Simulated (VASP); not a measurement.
# Pt (Fm-3m) in VASP: notebook

Runs on Pt. Level: LDA. Tasks: single point.

Program: VASP 6.6.1. These are calculated values, not measurements. Logs are shortened: lines on timing, memory, paths and dates and some standing lists are left out, and cuts for length are marked.

**1. The cell of the first run**

Symmetry: Fm-3m, No. 225, cubic system. Conventional cell: a = 3.891 Å, b = 3.891 Å, c = 3.891 Å, α = 90.00°, β = 90.00°, γ = 90.00°. Pt (site symmetry m-3m) has 12 Pt at 2.75 Å within 3.6 Å.

**2. Single point, LDA**

Contents of INCAR:

```
SYSTEM = Pt
ALGO = Normal
EDIFF = 1E-6
ENCUT = 520
ISIF = 2
ISMEAR = 0
LASPH = .TRUE.
LCHARG = .TRUE.
LELF = .TRUE.
LREAL = .FALSE.
LVHAR = .TRUE.
LWAVE = .FALSE.
NBANDS = 11
NELM = 60
PREC = Accurate
SIGMA = 0.1
```

Contents of KPOINTS:

```
k-points
0
G
  8 8 8
  0 0 0
```

Contents of POSCAR:

```
Pt
1.0
    0.0000000000      1.9456504825      1.9456504825
    1.9456504825      0.0000000000      1.9456504825
    1.9456504825      1.9456504825      0.0000000000
Pt
1
Direct
    0.0000000000      0.0000000000      0.0000000000
```

Potentials or basis: VASP PAW LDA potentials, release 64 (Pt).

Command:

```
$ cat potpaw_LDA.64/Pt/POTCAR > POTCAR
$ mpirun -np 1 vasp_std > vasp.out
```

OUTCAR:

```text
SYSTEM = Pt
   EDIFF = 1E-6
   ENCUT = 520
   ISIF = 2
   ISMEAR = 0
   LASPH = .TRUE.
   LREAL = .FALSE.
   NELM = 60
   PREC = Accurate

 ion  position               nearest neighbor table
   1  0.000  0.000  0.000-

  LATTYP: Found a face centered cubic cell.
 ALAT       =     3.8913009650

  Lattice vectors:

 A1 = (   0.0000000000,   1.9456504825,   1.9456504825)
 A2 = (   1.9456504825,   0.0000000000,   1.9456504825)
 A3 = (   1.9456504825,   1.9456504825,   0.0000000000)

Analysis of symmetry for initial positions (statically):
=====================================================================
 Subroutine PRICEL returns:
 Original cell was already a primitive cell.

 Routine SETGRP: Setting up the symmetry group for a
 face centered cubic supercell.

 Subroutine GETGRP returns: Found 48 space group operations
 (whereof 48 operations were pure point group operations)
 out of a pool of 48 trial point group operations.

The static configuration has the point symmetry O_h .

Analysis of symmetry for dynamics (positions and initial velocities):
=====================================================================
 Subroutine PRICEL returns:
 Original cell was already a primitive cell.

 Routine SETGRP: Setting up the symmetry group for a
 face centered cubic supercell.

 Subroutine GETGRP returns: Found 48 space group operations
 (whereof 48 operations were pure point group operations)
 out of a pool of 48 trial point group operations.

The dynamic configuration has the point symmetry O_h .

 Subroutine INISYM returns: Found 48 space group operations
 (whereof 48 operations are pure point group operations),
 and found     1 'primitive' translations

----------------------------------------------------------------------------------------

                                     Primitive cell

  volume of cell :      14.7307

  direct lattice vectors                    reciprocal lattice vectors
     0.000000000  1.945650483  1.945650483    -0.256983464  0.256983464  0.256983464
     1.945650483  0.000000000  1.945650483     0.256983464 -0.256983464  0.256983464
     1.945650483  1.945650483  0.000000000     0.256983464  0.256983464 -0.256983464

  length of vectors
     2.751565300  2.751565300  2.751565300     0.445108416  0.445108416  0.445108416

  position of ions in fractional coordinates (direct lattice)
     0.000000000  0.000000000  0.000000000

  ion indices of the primitive-cell ions
   primitive index   ion index
                 1           1

----------------------------------------------------------------------------------------

 KPOINTS: k-points

Automatic generation of k-mesh.
 Grid dimensions read from file:
 generate k-points for:    8    8    8

 Generating k-lattice:

  Cartesian coordinates                     Fractional coordinates (reciprocal lattice)
    -0.032122933  0.032122933  0.032122933     0.125000000  0.000000000  0.000000000
     0.032122933 -0.032122933  0.032122933     0.000000000  0.125000000  0.000000000
     0.032122933  0.032122933 -0.032122933     0.000000000  0.000000000  0.125000000

  Length of vectors
     0.055638552  0.055638552  0.055638552

  Shift w.r.t. Gamma in fractional coordinates (k-lattice)
     0.000000000  0.000000000  0.000000000

 Subroutine IBZKPT returns following result:
 ===========================================

 Found     29 irreducible k-points:

 Following reciprocal coordinates:
            Coordinates               Weight
  0.000000  0.000000  0.000000      1.000000
  0.125000  0.000000  0.000000      8.000000
  0.250000  0.000000  0.000000      8.000000
  0.375000  0.000000  0.000000      8.000000
  0.500000  0.000000  0.000000      4.000000
  0.125000  0.125000  0.000000      6.000000
[... 16 lines left out ...]
  0.500000  0.250000  0.125000     48.000000
 -0.375000  0.250000  0.125000     24.000000
 [... further k-points ...]
   k-points           NKPTS =     29   k-points in BZ     NKDIM =     29   number of bands    NBANDS=     11
   number of dos      NEDOS =    301   number of ions     NIONS =      1
   total plane-waves  NPLWV =   8000
   dimension x,y,z NGX =    20 NGY =   20 NGZ =   20
   dimension x,y,z NGXF=    40 NGYF=   40 NGZF=   40
   ions per type =               1
   NGX,Y,Z   is equivalent  to a cutoff of  12.08, 12.08, 12.08 a.u.
   NGXF,Y,Z  is equivalent  to a cutoff of  24.17, 24.17, 24.17 a.u.
 SYSTEM =  Pt
   PREC   = accura    normal or accurate (medium, high low for compatibility)
   ISTART =      0    job   : 0-new  1-cont  2-samecut
   ICHARG =      2    charge: 1-file 2-atom 10-const
   ISPIN  =      1    spin polarized calculation?
   LNONCOLLINEAR =      F non collinear calculations
   LSORBIT =      F    spin-orbit coupling
   LASPH  =      T    aspherical Exc in radial PAW
   ENCUT  =  520.0 eV  38.22 Ry    6.18 a.u.   5.12  5.12  5.12*2*pi/ulx,y,z
   NELM   =     60;   NELMIN=  2; NELMDL= -5     # of ELM steps
   EDIFF  = 0.1E-05   stopping-criterion for ELM
   LREAL  =      F    real-space projection
   EDIFFG = 0.1E-04   stopping-criterion for IOM
   NSW    =      0    number of steps for IOM
   IBRION =     -1    ionic relax: 0-MD 1-quasi-New 2-CG
   NFREE  =      0    steps in history (QN), initial steepest desc. (CG)
   ISIF   =      2    stress and relaxation
   ISYM   =      2    0-nonsym 1-usesym 2-fastsym
   POTIM  = 0.5000    time-step for ionic-motion
   TEBEG  =    0.0;   TEEND  =   0.0 temperature during run
   PSTRESS=    0.0 pullay stress
   NELECT =      10.0000    total number of electrons
   NUPDOWN=      -1.0000    fix difference up-down
   EMIN   =  10.00;   EMAX   =-10.00  energy-range for DOS
   EFERMI =   0.00;   METHOD = LEGACY
   ISMEAR =     0;   SIGMA  =   0.10  broadening in eV -4-tet -1-fermi 0-gaus
   EFERMI_NEDOS =   21; number of points for ismear=-14 and -15
   IALGO  =     38    algorithm
   IMIX   =      4    mixing-type and parameters
     AMIX     =   0.40;   BMIX     =  1.00
     AMIX_MAG =   1.60;   BMIX_MAG =  1.00
  volume/ion in A,a.u.               =      14.73        99.41
  Fermi-wavevector in a.u.,A,eV,Ry     =   1.438799  2.718935 28.165984  2.070141
  Thomas-Fermi vector in A             =   2.557725
   LORBIT       =      0    0 simple, 1 ext, 2 COOP (PROOUT), +10 PAW based schemes
   GGA     = CA    functional components
   LHFCALC =     F    Hartree Fock is set to
   AEXX    =    0.0000 exact exchange contribution
   IVDW    =     0    specifies the selected vdW correction
   LEPSILON=     F    determine dielectric tensor
   LRPA    =     F    only Hartree local field effects (RPA)
 non-spin polarized calculation
 Gauss-broadening in eV      SIGMA  =   0.10
  energy-cutoff  :      520.00
  volume of cell :       14.73
 maximum number of plane-waves:       415
   NGX = 11   NGY = 11   NGZ = 11

 number of electron      10.0000000 magnetization

 Free energy of the ion-electron system (eV)
  ---------------------------------------------------
  ext. energy  EPLUGINS =         0.00000000
  ---------------------------------------------------
  free energy    TOTEN  =        -7.49784314 eV

  energy without entropy =       -7.48922613  energy(sigma->0) =       -7.49353463

 E-fermi :  11.5402     XC(G=0): -13.8292

 val. band max:       11.3831588033   @ k =  -0.3750   0.3750   0.0000
 cond. band min:      11.5408474990   @ k =  -0.2500   0.1250   0.0000
 fundamental gap:      0.1576886956
 Fermi energy:        11.5401719891

 k-point     1 :       0.0000    0.0000    0.0000
  band No.  band energies     occupation
      1       1.0933      2.00000
      2       7.6106      2.00000
      3       7.6106      2.00000
      4       7.6106      2.00000
      5       9.8828      2.00000
      6       9.8828      2.00000
      7      26.1609      0.00000
      8      31.2137      0.00000
      9      31.2137      0.00000
     10      31.2137      0.00000
     11      36.7621      0.00000

 k-point     2 :       0.1250    0.0000    0.0000
  band No.  band energies     occupation
      1       1.7184      2.00000
      2       7.3588      2.00000
      3       7.8387      2.00000
      4       7.8387      2.00000
      5       9.7750      2.00000
      6       9.7750      2.00000
      7      27.0984      0.00000
      8      28.7824      0.00000
      9      32.1975      0.00000
     10      32.1975      0.00000
     11      38.1799      0.00000

 k-point     3 :       0.2500    0.0000    0.0000
  band No.  band energies     occupation
      1       3.1726      2.00000
      2       7.2585      2.00000
      3       8.0039      2.00000
      4       8.0039      2.00000
      5      10.0566      2.00000
      6      10.0566      2.00000
      7      25.0186      0.00000
      8      28.0240      0.00000
      9      34.4662      0.00000
     10      34.4662      0.00000
     11      35.2847      0.00000

 k-point     4 :       0.3750    0.0000    0.0000
  band No.  band energies     occupation
      1       3.9452      2.00000
      2       7.7174      2.00000
      3       7.7174      2.00000
      4       8.9810      2.00000
      5      11.0562      2.00000
      6      11.0562      2.00000
      7      20.5479      0.00000
      8      26.4673      0.00000
      9      32.1381      0.00000
     10      32.1381      0.00000
     11      38.2585      0.00000
[... 239 lines left out ...]
 k-point    22 :       0.3750    0.2500    0.1250
  band No.  band energies     occupation
      1       4.4815      2.00000
      2       6.2443      2.00000
      3       7.6030      2.00000
      4       9.3374      2.00000
      5       9.4449      2.00000
      6      11.5941      0.44531
      7      25.2689      0.00000
      8      27.5859      0.00000
      9      29.6888      0.00000
     10      31.8920      0.00000
     11      36.2152      0.00000

 k-point    23 :       0.5000    0.2500    0.1250
  band No.  band energies     occupation
      1       5.2828      2.00000
      2       6.7752      2.00000
      3       7.0705      2.00000
      4       9.0437      2.00000
      5      10.7949      2.00000
      6      13.5634      0.00000
      7      21.0090      0.00000
      8      26.1893      0.00000
      9      27.9524      0.00000
     10      32.2522      0.00000
     11      36.0562      0.00000

 k-point    24 :      -0.3750    0.2500    0.1250
  band No.  band energies     occupation
      1       5.2956      2.00000
      2       6.5566      2.00000
      3       7.9803      2.00000
      4       8.7689      2.00000
      5      11.3701      1.98383
      6      16.0864      0.00000
      7      17.2301      0.00000
      8      26.5260      0.00000
      9      26.8247      0.00000
     10      30.8462      0.00000
     11      38.0368      0.00000

 [... further k-points ...]

------------------------ aborting loop because EDIFF is reached ----------------------------------------

  FORCE on cell =-STRESS in cart. coord.  units (eV):
  Direction    XX          YY          ZZ          XY          YZ          ZX
  --------------------------------------------------------------------------------------
  -------------------------------------------------------------------------------------
  Total        0.0663496      0.0663496      0.0663496      0.0000000      0.0000000      0.0000000
  in kB        7.2164608      7.2164608      7.2164608      0.0000000      0.0000000      0.0000000
  external PRESSURE =       7.2164608 kB  Pullay stress =       0.0000000 kB

 VOLUME and BASIS-vectors are now :
 -----------------------------------------------------------------------------
  energy-cutoff  :      520.00
  volume of cell :       14.73
      direct lattice vectors                 reciprocal lattice vectors
     0.000000000  1.945650483  1.945650483    -0.256983464  0.256983464  0.256983464
     1.945650483  0.000000000  1.945650483     0.256983464 -0.256983464  0.256983464
     1.945650483  1.945650483  0.000000000     0.256983464  0.256983464 -0.256983464

 POSITION                                       TOTAL-FORCE (eV/Angst)
 -----------------------------------------------------------------------------------
      0.00000      0.00000      0.00000         0.000000      0.000000     -0.000000
 -----------------------------------------------------------------------------------
    total drift:                                0.000000      0.000000      0.000000

  FREE ENERGIE OF THE ION-ELECTRON SYSTEM (eV)
  ---------------------------------------------------
  free  energy   TOTEN  =        -7.4978431359 eV

  energy  without entropy=       -7.4892261323  energy(sigma->0) =       -7.49353463
```

Wall time 9.2 s (1 thread of Intel Xeon 8259CL, shared host); peak memory 0.12 GiB.

What came out:

| Quantity | Value |
| --- | --- |
| Free energy | -7.4978 eV |
| Pressure | 0.7 GPa |
| Band gap on the k mesh | zero (bands 5 and 6 overlap by 2.31 eV) |

Caveat: spin-orbit coupling is left out, which moves the levels of the heavy elements.

**3. Single point, LDA**

Contents of INCAR:

```
  PREC = Accurate
  ENCUT = 520
  EDIFF = 1E-6
  ISMEAR = 0
  SIGMA = 0.1
  LREAL = F
  LASPH = T
  NELM = 100
  ALGO = Fast
  ISIF = 2
  LWAVE = F
  LCHARG = F
  GGA = CA
  NBANDS = 11
```

Contents of KPOINTS:

```
regular mesh
0
Gamma
  16 16 16
```

Contents of POSCAR:

```
Pt
1.0
    0.0000000000      1.9467426971      1.9467426971
    1.9467426971      0.0000000000      1.9467426971
    1.9467426971      1.9467426971      0.0000000000
Pt
1
Direct
    0.0000000000      0.0000000000      0.0000000000
```

Potentials or basis: VASP PAW LDA potentials, release 64 (Pt).

Command:

```
$ cat potpaw_LDA.64/Pt/POTCAR > POTCAR
$ mpirun -np 1 vasp_std > vasp.out
```

OUTCAR:

```text
PREC = Accurate
   ENCUT = 520
   EDIFF = 1E-6
   ISMEAR = 0
   LREAL = F
   LASPH = T
   NELM = 100
   ISIF = 2
   GGA = CA

 ion  position               nearest neighbor table
   1  0.000  0.000  0.000-

  LATTYP: Found a face centered cubic cell.
 ALAT       =     3.8934853942

  Lattice vectors:

 A1 = (   0.0000000000,   1.9467426971,   1.9467426971)
 A2 = (   1.9467426971,   0.0000000000,   1.9467426971)
 A3 = (   1.9467426971,   1.9467426971,   0.0000000000)

Analysis of symmetry for initial positions (statically):
=====================================================================
 Subroutine PRICEL returns:
 Original cell was already a primitive cell.

 Routine SETGRP: Setting up the symmetry group for a
 face centered cubic supercell.

 Subroutine GETGRP returns: Found 48 space group operations
 (whereof 48 operations were pure point group operations)
 out of a pool of 48 trial point group operations.

The static configuration has the point symmetry O_h .

Analysis of symmetry for dynamics (positions and initial velocities):
[... 165 lines left out ...]
 k-point     1 :       0.0000    0.0000    0.0000
  band No.  band energies     occupation
      1       1.0768      2.00000
      2       7.6095      2.00000
      3       7.6095      2.00000
      4       7.6095      2.00000
      5       9.8821      2.00000
      6       9.8821      2.00000
      7      26.1262      0.00000
      8      31.1727      0.00000
      9      31.1727      0.00000
     10      31.1727      0.00000
     11      36.7074      0.00000
[... 309 lines left out ...]
 k-point    24 :      -0.0625    0.0625    0.0000
  band No.  band energies     occupation
      1       1.5006      2.00000
      2       7.4009      2.00000
      3       7.7645      2.00000
      4       7.8111      2.00000
      5       9.6789      2.00000
      6       9.9088      2.00000
      7      26.7867      0.00000
      8      29.5988      0.00000
      9      31.2729      0.00000
     10      32.0993      0.00000
     11      38.4791      0.00000

 [... further k-points ...]

------------------------ aborting loop because EDIFF is reached ----------------------------------------

  FORCE on cell =-STRESS in cart. coord.  units (eV):
  Direction    XX          YY          ZZ          XY          YZ          ZX
  --------------------------------------------------------------------------------------
  -------------------------------------------------------------------------------------
  Total        0.0765348      0.0765348      0.0765348     -0.0000000      0.0000000      0.0000000
  in kB        8.3102440      8.3102440      8.3102440     -0.0000000      0.0000000      0.0000000
  external PRESSURE =       8.3102440 kB  Pullay stress =       0.0000000 kB

 VOLUME and BASIS-vectors are now :
 -----------------------------------------------------------------------------
  energy-cutoff  :      520.00
  volume of cell :       14.76
      direct lattice vectors                 reciprocal lattice vectors
     0.000000000  1.946742697  1.946742697    -0.256839284  0.256839284  0.256839284
     1.946742697  0.000000000  1.946742697     0.256839284 -0.256839284  0.256839284
     1.946742697  1.946742697  0.000000000     0.256839284  0.256839284 -0.256839284

 POSITION                                       TOTAL-FORCE (eV/Angst)
 -----------------------------------------------------------------------------------
      0.00000      0.00000      0.00000        -0.000000     -0.000000      0.000000
 -----------------------------------------------------------------------------------
    total drift:                                0.000000      0.000000      0.000000

  FREE ENERGIE OF THE ION-ELECTRON SYSTEM (eV)
  ---------------------------------------------------
  free  energy   TOTEN  =        -7.5088589187 eV

  energy  without entropy=       -7.4981778548  energy(sigma->0) =       -7.50351839
```

stdout:

```text
POSCAR found type information on POSCAR Pt
 POSCAR found :  1 types and       1 ions
 scaLAPACK will be used
 LDA part: xc-table for (Slater(with rela. corr.)+CA(PZ))
 , standard interpolation
 POSCAR, INCAR and KPOINTS ok, starting setup
 FFT: planning ... GRIDC
 FFT: planning ... GRID_SOFT
 FFT: planning ... GRID
 WAVECAR not read
 entering main loop
```

Run time: 37 s. Hardware: 1 thread of Intel Xeon 8259CL, shared host; peak memory 0.13 GiB.

What came out:

```yaml
Free_energy: -7.5089 eV
Pressure: 0.8 GPa
Band_gap_on_the_k_mesh: zero (bands 5 and 6 overlap by 2.31 eV)
```

Levels at points of the mesh, in eV from the Fermi level:
| k point | band 1 | band 2 | band 3 | band 4 | band 5 | band 6 | band 7 | band 8 | band 9 | band 10 |
| --- | --- | --- | --- | --- | --- | --- | --- | --- | --- | --- |
| (0.00, 0.00, 0.00) | -10.47 | -3.94 | -3.94 | -3.94 | -1.67 | -1.67 | 14.58 | 19.62 | 19.62 | 19.62 |
| (0.50, 0.00, 0.00) | -7.57 | -3.99 | -3.99 | -0.55 | 0.07 | 0.07 | 6.02 | 14.15 | 19.06 | 19.06 |
| (0.50, 0.50, 0.00) | -7.32 | -6.87 | 0.05 | 0.53 | 0.53 | 1.74 | 9.13 | 11.43 | 11.43 | 20.49 |

Caveat: spin-orbit coupling is left out, which moves the levels of the heavy elements.
